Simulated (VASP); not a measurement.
# Cu (P6_3/mmc) in VASP: further runs

Cu is run at these levels: PBE; tasks: single point, relaxation of cell and atoms.

Everything below comes from runs of VASP 6.6.1. Logs are shortened: lines on timing, memory, paths and dates and some standing lists are left out, and cuts for length are marked.

**1. The cell of the first run**

Symmetry: P6_3/mmc, No. 194, hexagonal system. Conventional cell: a = 2.559 Å, b = 2.559 Å, c = 4.221 Å, α = 90.00°, β = 90.00°, γ = 120.00°. Within 3.4 Å of Cu (site symmetry -6m2) lie 12 Cu at 2.56 to 2.58 Å.

This isn't the form of Cu at room conditions, which is fcc.

**2. Single point, PBE**

File INCAR:

```
SYSTEM = Cu
PREC = Accurate
ENCUT = 520
EDIFF = 1E-6
ISMEAR = -1
SIGMA = 0.08
LREAL = .False.
LASPH = .True.
NELM = 60
ALGO = Normal
ISIF = 2
LWAVE = .False.
LCHARG = .False.
GGA = PE
NBANDS = 18
```

File KPOINTS:

```
Automatic mesh
0
Gamma
  15 15 8
  0 0 0
```

File POSCAR:

```
Cu
1.0
    1.2794974365     -2.2161545683      0.0000000000
    1.2794974366      2.2161545683      0.0000000000
    0.0000000000      0.0000000000      4.2211463339
Cu
2
Direct
    0.6666666670      0.3333333330      0.2500000000
    0.3333333330      0.6666666670      0.7500000000
```

Potentials or basis: VASP PAW PBE potentials, release 64 (Cu).

On the command line:

```sh
> cat potpaw_PBE.64/Cu/POTCAR > POTCAR
> mpirun -np 1 vasp_std > vasp.out
```

OUTCAR:

```text
SYSTEM = Cu
   PREC = Accurate
   ENCUT = 520
   EDIFF = 1E-6
   ISMEAR = -1
   LREAL = .False.
   LASPH = .True.
   NELM = 60
   ISIF = 2
   GGA = PE

 ion  position               nearest neighbor table
   1  0.667  0.333  0.250-   2 2.58   2 2.58   2 2.58   2 2.58   2 2.58   2 2.58
   2  0.333  0.667  0.750-   1 2.58   1 2.58   1 2.58   1 2.58   1 2.58   1 2.58

  LATTYP: Found a hexagonal cell.
 ALAT       =     2.5589948731
 C/A-ratio  =     1.6495329390

  Lattice vectors:

 A1 = (   1.2794974365,  -2.2161545683,   0.0000000000)
 A2 = (   1.2794974366,   2.2161545683,   0.0000000000)
 A3 = (   0.0000000000,   0.0000000000,   4.2211463339)

Analysis of symmetry for initial positions (statically):
=====================================================================
 Subroutine PRICEL returns:
 Original cell was already a primitive cell.

 Routine SETGRP: Setting up the symmetry group for a
 hexagonal supercell.

 Subroutine GETGRP returns: Found 24 space group operations
 (whereof 12 operations were pure point group operations)
 out of a pool of 24 trial point group operations.

The static configuration has the point symmetry D_3d.
 The point group associated with its full space group is D_6h.

Analysis of symmetry for dynamics (positions and initial velocities):
=====================================================================
 Subroutine PRICEL returns:
 Original cell was already a primitive cell.

 Routine SETGRP: Setting up the symmetry group for a
 hexagonal supercell.

 Subroutine GETGRP returns: Found 24 space group operations
 (whereof 12 operations were pure point group operations)
 out of a pool of 24 trial point group operations.

The dynamic configuration has the point symmetry D_3d.
 The point group associated with its full space group is D_6h.

 Subroutine INISYM returns: Found 24 space group operations
 (whereof 12 operations are pure point group operations),
 and found     1 'primitive' translations

----------------------------------------------------------------------------------------

                                     Primitive cell

  volume of cell :      23.9387

[... 75 lines left out ...]
   ions per type =               2
   NGX,Y,Z   is equivalent  to a cutoff of  12.99, 12.99, 12.60 a.u.
   NGXF,Y,Z  is equivalent  to a cutoff of  25.99, 25.99, 25.21 a.u.
 SYSTEM =  Cu
   PREC   = accura    normal or accurate (medium, high low for compatibility)
   ISTART =      0    job   : 0-new  1-cont  2-samecut
   ICHARG =      2    charge: 1-file 2-atom 10-const
   ISPIN  =      1    spin polarized calculation?
   LNONCOLLINEAR =      F non collinear calculations
   LSORBIT =      F    spin-orbit coupling
   LASPH  =      T    aspherical Exc in radial PAW
   ENCUT  =  520.0 eV  38.22 Ry    6.18 a.u.   4.76  4.76  7.85*2*pi/ulx,y,z
   NELM   =     60;   NELMIN=  2; NELMDL= -5     # of ELM steps
   EDIFF  = 0.1E-05   stopping-criterion for ELM
   LREAL  =      F    real-space projection
   EDIFFG = 0.1E-04   stopping-criterion for IOM
   NSW    =      0    number of steps for IOM
   IBRION =     -1    ionic relax: 0-MD 1-quasi-New 2-CG
   NFREE  =      0    steps in history (QN), initial steepest desc. (CG)
   ISIF   =      2    stress and relaxation
   ISYM   =      2    0-nonsym 1-usesym 2-fastsym
   POTIM  = 0.5000    time-step for ionic-motion
   TEBEG  =    0.0;   TEEND  =   0.0 temperature during run
   PSTRESS=    0.0 pullay stress
   NELECT =      22.0000    total number of electrons
   NUPDOWN=      -1.0000    fix difference up-down
   EMIN   =  10.00;   EMAX   =-10.00  energy-range for DOS
   EFERMI =   0.00;   METHOD = LEGACY
   ISMEAR =    -1;   SIGMA  =   0.08  broadening in eV -4-tet -1-fermi 0-gaus
   EFERMI_NEDOS =   21; number of points for ismear=-14 and -15
   IALGO  =     38    algorithm
   IMIX   =      4    mixing-type and parameters
     AMIX     =   0.40;   BMIX     =  1.00
     AMIX_MAG =   1.60;   BMIX_MAG =  1.00
  volume/ion in A,a.u.               =      11.97        80.77
  Fermi-wavevector in a.u.,A,eV,Ry     =   1.591656  3.007793 34.468558  2.533368
  Thomas-Fermi vector in A             =   2.690162
   LORBIT       =      0    0 simple, 1 ext, 2 COOP (PROOUT), +10 PAW based schemes
   GGA     = PE    functional components
   LHFCALC =     F    Hartree Fock is set to
   AEXX    =    0.0000 exact exchange contribution
   IVDW    =     0    specifies the selected vdW correction
   LEPSILON=     F    determine dielectric tensor
   LRPA    =     F    only Hartree local field effects (RPA)
 non-spin polarized calculation
  energy-cutoff  :      520.00
  volume of cell :       23.94
 maximum number of plane-waves:       658
 NGX is ok and might be reduce to    20
   NGX =  9   NGY =  9   NGZ = 15

 number of electron      22.0000008 magnetization

 Free energy of the ion-electron system (eV)
  ---------------------------------------------------
  ext. energy  EPLUGINS =         0.00000000
  ---------------------------------------------------
  free energy    TOTEN  =        -7.45005598 eV

  energy without entropy =       -7.43793706  energy(sigma->0) =       -7.44399652

 E-fermi :   7.5152     XC(G=0): -12.6480

 val. band max:        7.4526851232   @ k =   0.2000   0.0667   0.2500
 cond. band min:       7.5859901151   @ k =   0.4667   0.0667   0.2500
 fundamental gap:      0.1333049919
 Fermi energy:         7.5152205154

 k-point     1 :       0.0000    0.0000    0.0000
  band No.  band energies     occupation
      1      -1.8291      2.00000
      2       2.3957      2.00000
      3       4.3997      2.00000
      4       4.4848      2.00000
      5       4.4848      2.00000
      6       4.6797      2.00000
[... 481 lines left out ...]
      5       4.3120      2.00000
      6       4.4189      2.00000
[... 10 lines left out ...]
     17      18.8795      0.00000
     18      23.1905      0.00000

 [... further k-points ...]
[... 5 lines left out ...]
  --------------------------------------------------------------------------------------
  -------------------------------------------------------------------------------------
  Total        0.0885722      0.0885722      0.1429793      0.0000000      0.0000000      0.0000000
  in kB        5.9279990      5.9279990      9.5693792      0.0000000      0.0000000      0.0000000
  external PRESSURE =       7.1417924 kB  Pullay stress =       0.0000000 kB

 VOLUME and BASIS-vectors are now :
 -----------------------------------------------------------------------------
  energy-cutoff  :      520.00
  volume of cell :       23.94
      direct lattice vectors                 reciprocal lattice vectors
     1.279497437 -2.216154568  0.000000000     0.390778430 -0.225616032  0.000000000
     1.279497437  2.216154568  0.000000000     0.390778430  0.225616032  0.000000000
     0.000000000  0.000000000  4.221146334     0.000000000  0.000000000  0.236902472

 POSITION                                       TOTAL-FORCE (eV/Angst)
 -----------------------------------------------------------------------------------
      1.27950     -0.73872      1.05529         0.000000     -0.000000      0.000000
      1.27950      0.73872      3.16586        -0.000000      0.000000      0.000000
 -----------------------------------------------------------------------------------
    total drift:                               -0.000000      0.000000     -0.000000

  FREE ENERGIE OF THE ION-ELECTRON SYSTEM (eV)
  ---------------------------------------------------
  free  energy   TOTEN  =        -7.4500559804 eV

  energy  without entropy=       -7.4379370558  energy(sigma->0) =       -7.44399652
```

OSZICAR:

```text
N       E                     dE             d eps       ncg     rms          rms(c)
DAV:   1     0.122210877886E+03    0.12221E+03   -0.10569E+04  5212   0.219E+03
DAV:   2    -0.336352527741E+01   -0.12557E+03   -0.11917E+03  4870   0.286E+02
DAV:   3    -0.918841132841E+01   -0.58249E+01   -0.55732E+01  5408   0.845E+01
DAV:   4    -0.925123955682E+01   -0.62828E-01   -0.62775E-01  5814   0.927E+00
DAV:   5    -0.925201217802E+01   -0.77262E-03   -0.77259E-03  6012   0.891E-01    0.109E+01
DAV:   6    -0.821660731720E+01    0.10354E+01   -0.11415E+01  5172   0.968E+01    0.567E+00
DAV:   7    -0.747254408550E+01    0.74406E+00   -0.23105E+00  5248   0.402E+01    0.721E-01
DAV:   8    -0.745472368389E+01    0.17820E-01   -0.21456E-02  6810   0.212E+00    0.518E-01
DAV:   9    -0.745002654134E+01    0.46971E-02   -0.82757E-03  5606   0.259E+00    0.322E-02
DAV:  10    -0.745005573172E+01   -0.29190E-04   -0.21916E-04  7394   0.214E-01    0.561E-03
DAV:  11    -0.745005598035E+01   -0.24864E-06   -0.10027E-06  4382   0.241E-02
   1 F= -.74500560E+01 E0= -.74439965E+01  d E =-.121189E-01
```

Run time: 17 s. Hardware: 1 thread of Intel Xeon 6975P-C (Granite Rapids), shared host; peak memory 0.16 GiB.

What came out:

```
Free energy            : -7.4501 eV
Pressure               : 0.7 GPa
Band gap on the k mesh : zero (bands 11 and 12 overlap by 6.00 eV)
```

**3. Single point, PBE**

File INCAR:

```
PREC = Accurate ; ENCUT = 520
EDIFF = 1E-7 ; ISMEAR = -1
SIGMA = 0.08 ; LREAL = False
LASPH = True ; NELM = 80
ALGO = Normal ; ISIF = 2
LWAVE = False ; LCHARG = True
GGA = PE ; LELF = True
LVHAR = True ; NBANDS = 18
```

File KPOINTS:

```
regular mesh
0
Gamma
  19 19 11
```

File POSCAR:

```
Cu
1.0
    2.5589948731      0.0000000000      0.0000000000
   -1.2794974365      2.2161545683      0.0000000000
    0.0000000000      0.0000000000      4.2211463339
Cu
2
Direct
    0.3333333333      0.6666666667      0.2500000000
    0.6666666667      0.3333333333      0.7500000000
```

Potentials or basis: VASP PAW PBE potentials, release 64 (Cu).

On the command line:

```sh
> cat potpaw_PBE.64/Cu/POTCAR > POTCAR
> mpirun -np 1 vasp_std > vasp.out
```

Run time: 31 s. Hardware: 1 thread of Intel Xeon 6975P-C (Granite Rapids), shared host; peak memory 0.2 GiB.

Results (log left out):

* Free energy: -7.4459 eV
* Pressure: 0.6 GPa
* Band gap on the k mesh: zero (bands 11 and 12 overlap by 5.43 eV)

Levels at points of the mesh, in eV from the Fermi level:
```csv
k point,band 9,band 10,band 11,band 12,band 13,band 14
"(0.00, 0.00, 0.00)",-2.45,-1.75,-1.75,-1.08,3.52,21.35
```

**4. Relaxation of cell and atoms, PBE**

File INCAR:

```
SYSTEM = Cu
PREC = Accurate ; ENCUT = 600
EDIFF = 1E-7 ; ISMEAR = -1
SIGMA = 0.08 ; LREAL = .False.
LASPH = .True. ; NELM = 60
ALGO = Normal ; ISIF = 3
LWAVE = .False. ; LCHARG = .False.
GGA = PE ; IBRION = 2
NSW = 60 ; EDIFFG = -0.005
```

File KPOINTS:

```
Automatic mesh
0
Gamma
  19 19 11
  0 0 0
```

File POSCAR:

```
Cu
1.0
    2.5730649657      0.0000000000      0.0000000000
   -1.2865324828      2.2283396258      0.0000000000
    0.0000000000      0.0000000000      4.1683652444
Cu
2
Direct
    0.3333333333      0.6666666667      0.2500000000
    0.6666666667      0.3333333333      0.7500000000
```

On the command line:

```sh
> cat potpaw_PBE.64/Cu/POTCAR > POTCAR
> mpirun -np 1 vasp_std > vasp.out
```

It took 1.9 min on 1 thread of Intel Xeon 6975P-C (Granite Rapids), shared host; peak memory 0.22 GiB.

The run converged. Its results:

| Item | Value |
| --- | --- |
| Free energy | -7.4461 eV |
| Relaxed volume | 12.02 Å³/atom |
| Relaxed cell | a = 2.563 Å, b = 2.563 Å, c = 4.228 Å, α = 90.00°, β = 90.00°, γ = 120.00° |
| Space group after relaxing (to 0.1 Å) | P6_3/mmc (No. 194) |
| Energy gained by relaxing | 1.4 meV/atom |
| Ionic steps | 6 |
| Pressure after relaxing | 0.0 GPa |
| Band gap on the k mesh | zero (bands 11 and 12 overlap by 5.42 eV) |

The path:
```tsv
step	energy change (eV)	largest force (eV/Å)	pressure (GPa)	volume (Å³)
1	0.0000	0.0000	0.86	23.90
2	-0.0022	0.0000	-0.43	24.12
3	-0.0023	0.0000	-0.69	24.17
4	-0.0028	0.0000	-0.01	24.04
5	-0.0028	0.0000	-0.07	24.05
6	-0.0028	0.0000	0.00	24.05
```

Final structure:
```
Cu
1.0
     2.56268    0.00000    0.00000
    -1.28134    2.21935    0.00000
     0.00000    0.00000    4.22815
Cu
2
Direct
  0.33333 0.66667 0.25000
  0.66667 0.33333 0.75000
```

Levels at points of the mesh, in eV from the Fermi level:
```csv
k point,band 7,band 8,band 9,band 10,band 11,band 12,band 13,band 14,band 15
"(0.00, 0.00, 0.00)",-2.76,-2.44,-2.44,-1.74,-1.74,-1.06,3.50,21.32,21.67
```

**5. The runs side by side**

```tsv
task	cell	k mesh	cutoff (eV)	gap on the mesh (eV)	pressure (GPa)
single point	a = 2.559, b = 2.559, c = 4.221 Å, angles 90.0, 90.0, 120.0°, 2 atoms	15 × 15 × 8	520	none	0.7
single point	a = 2.559, b = 2.559, c = 4.221 Å, angles 90.0, 90.0, 120.0°, 2 atoms	19 × 19 × 11	520	none	0.6
relaxation of cell and atoms	relaxed from a = 2.573, b = 2.573, c = 4.168 Å, angles 90.0, 90.0, 120.0°, 2 atoms	19 × 19 × 11	600	none	0.0
```

Alike in all rows: level PBE; potentials or basis VASP PAW PBE potentials, release 64 (Cu); no spin polarisation; smearing fermi-dirac 0.08 eV.

Absolute energies hang on the potentials; compare differences alone.

The gap in the log of VASP goes by the Fermi energy; the results here count the filled bands.